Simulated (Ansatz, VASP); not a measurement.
# BN: VASP beside Ansatz

```
B N
1.0
     2.17085    0.00000    0.00000
    -1.08542    1.88001    0.00000
     0.00000    0.00000    4.22685
B N
2 2
Direct
  0.66667 0.33333 0.99972
  0.33333 0.66667 0.49972
  0.66667 0.33333 0.62528
  0.33333 0.66667 0.12528
```

Change from the starting cell: strain -0.1500 x Voigt [1, 1, 0, 0, 0, 0], atoms carried along.

Alike in both runs: task single point; functional PBE; k mesh 12 × 12 × 6; occupations gaussian, width 0.05 eV; no spin polarisation.

```csv
,VASP,Ansatz
version,VASP 6.6.1,Ansatz 0.2.0
potentials or method,"VASP PAW PBE potentials, release 64 (B, N), cutoff 520 eV","scalar-relativistic, plane waves, PAW"
valence electrons in the cell,16,16
```

Ansatz gave:

```
gap on the k mesh at the Fermi level (eV)                     : 3.41
least direct gap on the mesh (eV)                             : 3.79
pressure (GPa)                                                : 237.9
traceless stress, the component that is largest in VASP (GPa) : -201.69
rms of the force components (eV/Å)                            : 1.489
```

Task: Estimate VASP's values.

Result: gap on the k mesh at the Fermi level (eV): 3.37; least direct gap on the mesh (eV): 3.77; pressure (GPa): 239.4; traceless stress, the component that is largest in VASP (GPa): -202.78; rms of the force components (eV/Å): 1.507.

Atom by atom the forces differ by 0.018 eV/Å (rms over components). Both programs put the cell under a high pressure, so it lies far from rest at this level.

Noted on VASP's run: the cell as given lies far from equilibrium.
